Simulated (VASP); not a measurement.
Wanted: the native input for a VASP 6.6.1 run.

```yaml
Task: relaxation of cell and atoms
Functional: PBEsol
Potentials_or_basis: VASP PAW PBE potentials, release 64 (Al)
Cutoff: 600 eV
k_mesh: 11 × 11 × 3
Occupations: fermi-dirac, width 0.05 eV
Spin: no spin polarisation
Target_pressure: 10 GPa
Dipole_correction: no
Further_INCAR_settings: ALGO = Normal; EDIFF = 1e-07; IBRION = 2; EDIFFG = -0.01; NSW = 60; ISIF = 3
```

The structure of Al lies in POSCAR:

```
Al
1.0
    2.8270770242      0.0000000000      0.0000000000
   -1.4135385121      2.4483205214      0.0000000000
    0.0000000000      0.0000000000      9.1859930700
Al
4
Direct
    0.6666666667      0.3333333333      0.7500000000
    0.0000000000      0.0000000000      0.5000000000
    0.3333333333      0.6666666667      0.2500000000
    0.0000000000      0.0000000000      0.0000000000
```

These files were run (other wordings do the same):

INCAR

```
SYSTEM = Al
PREC     = Accurate       ! precision mode
ENCUT    = 600            ! plane-wave cutoff, eV
EDIFF    = 1E-7           ! SCF threshold, eV
ISMEAR   = -1             ! smearing method
SIGMA    = 0.05           ! smearing width, eV
LREAL    = .FALSE.        ! projectors in reciprocal space
LASPH    = .TRUE.         ! aspherical terms in the spheres
NELM     = 80             ! most SCF steps
ALGO     = Normal         ! electronic algorithm
ISIF     = 3              ! what is computed and relaxed
LWAVE    = .FALSE.        ! write WAVECAR
LCHARG   = .FALSE.        ! write CHGCAR
GGA      = PS             ! functional
IBRION   = 2              ! ionic algorithm
NSW      = 60             ! ionic steps
EDIFFG   = -0.01          ! ionic threshold
PSTRESS  = 100.0
```

KPOINTS

```
Automatic mesh
0
G
  11 11 3
  0 0 0
```

Potentials or basis: VASP PAW PBE potentials, release 64 (Al).

Command:

```console
$ cat potpaw_PBE.64/Al/POTCAR > POTCAR
$ mpirun -np 1 vasp_std > vasp.out
```

It gave:

* Relaxed volume: 14.73 Å³/atom
* Relaxed cell: a = 2.742 Å, b = 2.742 Å, c = 9.046 Å, α = 90.00°, β = 90.00°, γ = 120.00°
* Space group after relaxing (to 0.05 Å): P6_3/mmc (No. 194)
* Energy change on relaxing (the enthalpy is what falls): +40.8 meV/atom
* Ionic steps: 5
* Pressure after relaxing: 10.1 GPa
* Band gap on the k mesh: zero (band 6 reaches 13.09 eV, above the bottom of band 7 at 7.31 eV)

Caveat: the cell is relaxed towards a set pressure, so the enthalpy falls and the energy may rise; the PAW data sets were made with another functional, which shifts forces and pressure a little.

It took 28 s on 1 thread of Intel(R) Xeon(R) 6975P-C (Granite Rapids), on a shared host, peak memory 0.2 GiB.
